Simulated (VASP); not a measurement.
# ReB (P4/mmm) in VASP: a series of runs

The runs below take ReB through single point, relaxation of cell and atoms, with PBE.

Everything below comes from runs of VASP 6.6.1. Logs are shortened: lines on timing, memory, paths and dates and some standing lists are left out, and cuts for length are marked.

### Step 1. The cell of the first run

The structure is tetragonal, space group P4/mmm (No. 123). Conventional cell: a = 2.818 Å, b = 2.818 Å, c = 5.921 Å, α = 90.00°, β = 90.00°, γ = 90.00°. Within 2.9 Å of Re (site symmetry 4mm) lie 4 B at 2.21 Å and 5 Re at 2.51 to 2.82 Å. Within 2.6 Å of B (site symmetry mmm) lie 4 B at 1.99 Å and 4 Re at 2.21 Å.

The cell was built from a structure type or drawn by symmetry, and may not be a known phase.

### Step 2. Single point, PBE, collinear spin

The input, INCAR:

```
SYSTEM = ReB
  PREC = Accurate
  ENCUT = 500
  EDIFF = 1E-6
  ISMEAR = 0
  SIGMA = 0.1
  LREAL = .False.
  LASPH = .True.
  NELM = 200
  ALGO = Normal
  ISIF = 2
  LWAVE = .False.
  LCHARG = .False.
  ISPIN = 2
  MAGMOM = 1 1 0 0
  LORBIT = 11
  LMAXMIX = 4
  GGA = PE
  NBANDS = 30
  GGA_COMPAT = .False.
```

The input, KPOINTS:

```
regular mesh
0
Gamma
  6 6 4
  0 0 0
```

The input, POSCAR:

```
ReB
1.0
    2.8181008814      0.0000000000      0.0000000000
    0.0000000000      2.8181008814      0.0000000000
    0.0000000000      0.0000000000      5.9210614863
Re B
2 2
Direct
    0.5000000000      0.5000000000      0.2121399233
    0.5000000000      0.5000000000      0.7878600767
    0.0000000000      0.5000000000      0.5000000000
    0.5000000000      0.0000000000      0.5000000000
```

Potentials or basis: VASP PAW PBE potentials, release 64 (Re_sv_GW, B).

On the command line:

```
> cat potpaw_PBE.64/Re_sv_GW/POTCAR potpaw_PBE.64/B/POTCAR > POTCAR
> mpirun -np 1 vasp_std > vasp.out
```

OUTCAR:

```text
SYSTEM = ReB
   PREC = Accurate
   ENCUT = 500
   EDIFF = 1E-6
   ISMEAR = 0
   LREAL = .False.
   LASPH = .True.
   NELM = 200
   ISIF = 2
   ISPIN = 2
   LORBIT = 11
   GGA = PE

 ion  position               nearest neighbor table
   1  0.500  0.500  0.212-   3 2.21   4 2.21   4 2.21   3 2.21   2 2.51
   2  0.500  0.500  0.788-   3 2.21   4 2.21   4 2.21   3 2.21   1 2.51
   3  0.000  0.500  0.500-   4 1.99   4 1.99   4 1.99   4 1.99   1 2.21   2 2.21   1 2.21   2 2.21

   4  0.500  0.000  0.500-   3 1.99   3 1.99   3 1.99   3 1.99   2 2.21   2 2.21   1 2.21   1 2.21

  LATTYP: Found a simple tetragonal cell.
 ALAT       =     2.8181008814
 C/A-ratio  =     2.1010821598

  Lattice vectors:

 A1 = (   2.8181008814,   0.0000000000,   0.0000000000)
 A2 = (   0.0000000000,   2.8181008814,   0.0000000000)
 A3 = (   0.0000000000,   0.0000000000,   5.9210614863)

Analysis of symmetry for initial positions (statically):
=====================================================================
 Subroutine PRICEL returns:
 Original cell was already a primitive cell.

 Routine SETGRP: Setting up the symmetry group for a
 simple tetragonal supercell.

 Subroutine GETGRP returns: Found 16 space group operations
 (whereof 16 operations were pure point group operations)
 out of a pool of 16 trial point group operations.

The static configuration has the point symmetry D_4h.

Analysis of symmetry for dynamics (positions and initial velocities):
=====================================================================
 Subroutine PRICEL returns:
 Original cell was already a primitive cell.

 Routine SETGRP: Setting up the symmetry group for a
 simple tetragonal supercell.

 Subroutine GETGRP returns: Found 16 space group operations
 (whereof 16 operations were pure point group operations)
 out of a pool of 16 trial point group operations.

The dynamic configuration has the point symmetry D_4h.

Analysis of structural, dynamic, and magnetic symmetry:
=====================================================================
 Subroutine PRICEL returns:
 Original cell was already a primitive cell.

 Routine SETGRP: Setting up the symmetry group for a
 simple tetragonal supercell.

 Subroutine GETGRP returns: Found 16 space group operations
 (whereof 16 operations were pure point group operations)
 out of a pool of 16 trial point group operations.

The overall configuration has the point symmetry D_4h.

 Subroutine INISYM returns: Found 16 space group operations
 (whereof 16 operations are pure point group operations),
 and found     1 'primitive' translations

----------------------------------------------------------------------------------------

                                     Primitive cell

  volume of cell :      47.0233

  direct lattice vectors                    reciprocal lattice vectors
     2.818100881  0.000000000  0.000000000     0.354848901  0.000000000  0.000000000
     0.000000000  2.818100881  0.000000000     0.000000000  0.354848901  0.000000000
     0.000000000  0.000000000  5.921061486     0.000000000  0.000000000  0.168888636

  length of vectors
     2.818100881  2.818100881  5.921061486     0.354848901  0.354848901  0.168888636

  position of ions in fractional coordinates (direct lattice)
     0.500000000  0.500000000  0.212139923
     0.500000000  0.500000000  0.787860077
     0.000000000  0.500000000  0.500000000
     0.500000000  0.000000000  0.500000000

  ion indices of the primitive-cell ions
   primitive index   ion index
                 1           1
                 2           2
                 3           3
                 4           4

----------------------------------------------------------------------------------------

 KPOINTS: regular mesh

Automatic generation of k-mesh.
 Grid dimensions read from file:
 generate k-points for:    6    6    4

 Generating k-lattice:

  Cartesian coordinates                     Fractional coordinates (reciprocal lattice)
     0.059141483  0.000000000  0.000000000     0.166666667  0.000000000  0.000000000
     0.000000000  0.059141483  0.000000000     0.000000000  0.166666667  0.000000000
     0.000000000  0.000000000  0.042222159     0.000000000  0.000000000  0.250000000

  Length of vectors
     0.059141483  0.059141483  0.042222159

  Shift w.r.t. Gamma in fractional coordinates (k-lattice)
     0.000000000  0.000000000  0.000000000

 Subroutine IBZKPT returns following result:
 ===========================================

 Found     30 irreducible k-points:

 Following reciprocal coordinates:
            Coordinates               Weight
  0.000000  0.000000  0.000000      1.000000
  0.166667  0.000000  0.000000      4.000000
  0.333333  0.000000  0.000000      4.000000
  0.500000  0.000000  0.000000      2.000000
  0.166667  0.166667  0.000000      4.000000
  0.333333  0.166667  0.000000      8.000000
[... 16 lines left out ...]
  0.333333  0.000000  0.500000      4.000000
  0.500000  0.000000  0.500000      2.000000
 [... further k-points ...]
   k-points           NKPTS =     30   k-points in BZ     NKDIM =     30   number of bands    NBANDS=     30
   number of dos      NEDOS =    301   number of ions     NIONS =      4
   total plane-waves  NPLWV =  27648
   dimension x,y,z NGX =    24 NGY =   24 NGZ =   48
   dimension x,y,z NGXF=    48 NGYF=   48 NGZF=   96
   ions per type =               2   2
   NGX,Y,Z   is equivalent  to a cutoff of  14.16, 14.16, 13.48 a.u.
   NGXF,Y,Z  is equivalent  to a cutoff of  28.32, 28.32, 26.95 a.u.
 SYSTEM =  ReB
   PREC   = accura    normal or accurate (medium, high low for compatibility)
   ISTART =      0    job   : 0-new  1-cont  2-samecut
   ICHARG =      2    charge: 1-file 2-atom 10-const
   ISPIN  =      2    spin polarized calculation?
   LNONCOLLINEAR =      F non collinear calculations
   LSORBIT =      F    spin-orbit coupling
   LASPH  =      T    aspherical Exc in radial PAW
   ENCUT  =  500.0 eV  36.75 Ry    6.06 a.u.   5.14  5.14 10.80*2*pi/ulx,y,z
   NELM   =    200;   NELMIN=  2; NELMDL= -5     # of ELM steps
   EDIFF  = 0.1E-05   stopping-criterion for ELM
   LREAL  =      F    real-space projection
   EDIFFG = 0.1E-04   stopping-criterion for IOM
   NSW    =      0    number of steps for IOM
   IBRION =     -1    ionic relax: 0-MD 1-quasi-New 2-CG
   NFREE  =      0    steps in history (QN), initial steepest desc. (CG)
   ISIF   =      2    stress and relaxation
   ISYM   =      2    0-nonsym 1-usesym 2-fastsym
   POTIM  = 0.5000    time-step for ionic-motion
   TEBEG  =    0.0;   TEEND  =   0.0 temperature during run
   PSTRESS=    0.0 pullay stress
   NELECT =      36.0000    total number of electrons
   NUPDOWN=      -1.0000    fix difference up-down
   EMIN   =  10.00;   EMAX   =-10.00  energy-range for DOS
   EFERMI =   0.00;   METHOD = LEGACY
   ISMEAR =     0;   SIGMA  =   0.10  broadening in eV -4-tet -1-fermi 0-gaus
   EFERMI_NEDOS =   21; number of points for ismear=-14 and -15
   IALGO  =     38    algorithm
   IMIX   =      4    mixing-type and parameters
     AMIX     =   0.40;   BMIX     =  1.00
     AMIX_MAG =   1.60;   BMIX_MAG =  1.00
  volume/ion in A,a.u.               =      11.76        79.33
  Fermi-wavevector in a.u.,A,eV,Ry     =   1.497631  2.830112 30.516483  2.242898
  Thomas-Fermi vector in A             =   2.609494
   LORBIT       =     11    0 simple, 1 ext, 2 COOP (PROOUT), +10 PAW based schemes
   GGA     = PE    functional components
   LHFCALC =     F    Hartree Fock is set to
   AEXX    =    0.0000 exact exchange contribution
   IVDW    =     0    specifies the selected vdW correction
   LEPSILON=     F    determine dielectric tensor
   LRPA    =     F    only Hartree local field effects (RPA)
 spin polarized calculation
 Gauss-broadening in eV      SIGMA  =   0.10
  energy-cutoff  :      500.00
  volume of cell :       47.02
 maximum number of plane-waves:      1210
 NGX is ok and might be reduce to    24
   NGX = 11   NGY = 11   NGZ = 21

 number of electron      36.0000003 magnetization      -0.0007340

 number of electron      36.0000003 magnetization       0.0000663

 Free energy of the ion-electron system (eV)
  ---------------------------------------------------
  ext. energy  EPLUGINS =         0.00000000
  ---------------------------------------------------
  free energy    TOTEN  =       -39.05739915 eV

  energy without entropy =      -39.04911307  energy(sigma->0) =      -39.05325611

 E-fermi :  10.1163     XC(G=0): -12.9589

 val. band max:       10.0413912088   @ k =   0.5000   0.0000   0.2500
 cond. band min:      10.1783927651   @ k =   0.3333   0.1667   0.0000
 fundamental gap:      0.1370015563
 Fermi energy:        10.1162806256

 spin component 1

 k-point     1 :       0.0000    0.0000    0.0000
  band No.  band energies     occupation
      1     -70.0275      1.00000
      2     -69.9673      1.00000
      3     -32.3597      1.00000
      4     -31.6373      1.00000
      5     -31.6373      1.00000
      6     -31.5912      1.00000
[... 22 lines left out ...]
     29      22.1593      0.00000
     30      22.1593      0.00000

 k-point     2 :       0.1667    0.0000    0.0000
  band No.  band energies     occupation
      1     -70.0203      1.00000
      2     -69.9600      1.00000
      3     -32.3431      1.00000
      4     -31.7714      1.00000
      5     -31.6902      1.00000
      6     -31.6260      1.00000
[... 22 lines left out ...]
     29      21.6996      0.00000
     30      22.6810      0.00000

 k-point     3 :       0.3333    0.0000    0.0000
  band No.  band energies     occupation
      1     -70.0060      1.00000
      2     -69.9461      1.00000
      3     -32.3106      1.00000
      4     -32.0336      1.00000
      5     -31.9438      1.00000
      6     -31.6037      1.00000
[... 682 lines left out ...]
     29      20.7480      0.00000
     30      23.7286      0.00000

 k-point    24 :       0.5000    0.0000    0.5000
  band No.  band energies     occupation
      1     -69.9978      1.00000
      2     -69.9403      1.00000
      3     -32.2439      1.00000
      4     -32.1575      1.00000
      5     -32.0721      1.00000
      6     -31.5938      1.00000
[... 22 lines left out ...]
     29      20.2432      0.00000
     30      23.5949      0.00000

 [... further k-points ...]

 spin component 2

 k-point     1 :       0.0000    0.0000    0.0000
  band No.  band energies     occupation
      1     -70.0275      1.00000
      2     -69.9673      1.00000
      3     -32.3597      1.00000
      4     -31.6373      1.00000
      5     -31.6373      1.00000
      6     -31.5912      1.00000
[... 22 lines left out ...]
     29      22.1593      0.00000
     30      22.1593      0.00000

 k-point     2 :       0.1667    0.0000    0.0000
  band No.  band energies     occupation
      1     -70.0203      1.00000
      2     -69.9600      1.00000
      3     -32.3431      1.00000
      4     -31.7714      1.00000
      5     -31.6902      1.00000
      6     -31.6260      1.00000
[... 22 lines left out ...]
     29      21.6997      0.00000
     30      22.6811      0.00000

 k-point     3 :       0.3333    0.0000    0.0000
  band No.  band energies     occupation
      1     -70.0060      1.00000
      2     -69.9461      1.00000
      3     -32.3106      1.00000
      4     -32.0336      1.00000
      5     -31.9438      1.00000
      6     -31.6037      1.00000
[... 682 lines left out ...]
     29      20.7480      0.00000
     30      23.7286      0.00000

 k-point    24 :       0.5000    0.0000    0.5000
  band No.  band energies     occupation
      1     -69.9978      1.00000
      2     -69.9403      1.00000
      3     -32.2439      1.00000
      4     -32.1575      1.00000
      5     -32.0721      1.00000
      6     -31.5938      1.00000
[... 22 lines left out ...]
     29      20.2432      0.00000
     30      23.5949      0.00000

 [... further k-points ...]
[... 5 lines left out ...]
  --------------------------------------------------------------------------------------
  -------------------------------------------------------------------------------------
  Total       -0.5139640     -0.5139640     -0.4917568      0.0000000      0.0000000      0.0000000
  in kB      -17.5117951    -17.5117951    -16.7551514      0.0000000      0.0000000      0.0000000
  external PRESSURE =     -17.2595806 kB  Pullay stress =       0.0000000 kB

 VOLUME and BASIS-vectors are now :
 -----------------------------------------------------------------------------
  energy-cutoff  :      500.00
  volume of cell :       47.02
      direct lattice vectors                 reciprocal lattice vectors
     2.818100881  0.000000000  0.000000000     0.354848901  0.000000000  0.000000000
     0.000000000  2.818100881  0.000000000     0.000000000  0.354848901  0.000000000
     0.000000000  0.000000000  5.921061486     0.000000000  0.000000000  0.168888636

 POSITION                                       TOTAL-FORCE (eV/Angst)
 -----------------------------------------------------------------------------------
      1.40905      1.40905      1.25609         0.000000      0.000000     -0.049789
      1.40905      1.40905      4.66497         0.000000      0.000000      0.049789
      0.00000      1.40905      2.96053         0.000000      0.000000     -0.000000
      1.40905      0.00000      2.96053         0.000000      0.000000     -0.000000
 -----------------------------------------------------------------------------------
    total drift:                                0.000000     -0.000000     -0.000000

  FREE ENERGIE OF THE ION-ELECTRON SYSTEM (eV)
  ---------------------------------------------------
  free  energy   TOTEN  =       -39.0573991455 eV

  energy  without entropy=      -39.0491130676  energy(sigma->0) =      -39.05325611

 total charge

# of ion       s       p       d       f       tot
--------------------------------------------------
    1        3.833   6.041   4.178   0.060  14.111
    2        3.833   6.041   4.178   0.060  14.111
    3        0.699   1.198   0.000   0.000   1.897
    4        0.699   1.198   0.000   0.000   1.897
--------------------------------------------------
tot          9.065  14.477   8.355   0.119  32.016

 magnetization (x)

# of ion       s       p       d       f       tot
--------------------------------------------------
    1       -0.000   0.000   0.000   0.000  -0.000
    2       -0.000   0.000   0.000   0.000  -0.000
    3       -0.000  -0.000   0.000   0.000  -0.000
    4       -0.000  -0.000   0.000   0.000  -0.000
--------------------------------------------------
tot         -0.000   0.000   0.000   0.000  -0.000
```

It took 81 s on 1 thread of Intel Xeon Platinum 8259CL at 2.50GHz (Skylake/Cascade Lake), shared host; peak memory 0.23 GiB.

What came out:

```
Free energy                                           : -39.0574 eV
Pressure                                              : -1.7 GPa
Largest force                                         : 0.050 eV/Å
Band gap on the k mesh                                : zero (filled and empty bands overlap)
Net moment                                            : 0.00 μB per cell
Valence electrons inside the program's atomic spheres : Re 14.11; B 1.90
```

Forces on the atoms (eV/Å):
```
Re   0.000  0.000 -0.050
Re   0.000  0.000  0.050
B    0.000  0.000  0.000
B    0.000  0.000  0.000
```

Stress tensor (GPa, compression positive):
```
-1.75  0.00  0.00
 0.00 -1.75  0.00
 0.00  0.00 -1.68
```

Caveat: the k points lie up to 0.37 Å⁻¹ apart, too coarse for converged energies and pressures of a metal; spin-orbit coupling is left out, which moves the levels of the heavy elements.

(Part 1 of 3 ends here.)
